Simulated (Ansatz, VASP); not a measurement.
Two plane-wave programs on GaP

```
Ga P
1.0
     0.00000    2.71259    2.72540
     2.71259    0.00000    2.72540
     2.71259    2.71259    0.00000
Ga P
1 1
Direct
  0.00000 0.00000 0.00000
  0.25000 0.25000 0.25000
```

Change from the starting cell: biaxial_xy strain -0.5%.

Alike in both runs: task single point; functional PBE; k mesh 8 × 8 × 8; occupations fermi-dirac, width 0.02 eV; no spin polarisation.

|  | VASP | Ansatz |
| --- | --- | --- |
| version | VASP 6.6.1 | Ansatz 0.2.0 |
| potentials or method | VASP PAW PBE potentials, release 64 (Ga_d, P) | plane waves, PAW |
| plane-wave cutoff (eV) | 520 | 420 |
| valence electrons in the cell | 18 | 18 |

|  | VASP | Ansatz | Ansatz less VASP |
| --- | --- | --- | --- |
| gap on the k mesh at the Fermi level (eV) | 1.60 | 1.60 | 0.000 |
| pressure (GPa) | 3.2 | 3.3 | +0.09 |
| traceless stress, the component that is largest in VASP (GPa) | -0.23 | -0.23 | 0.000 |
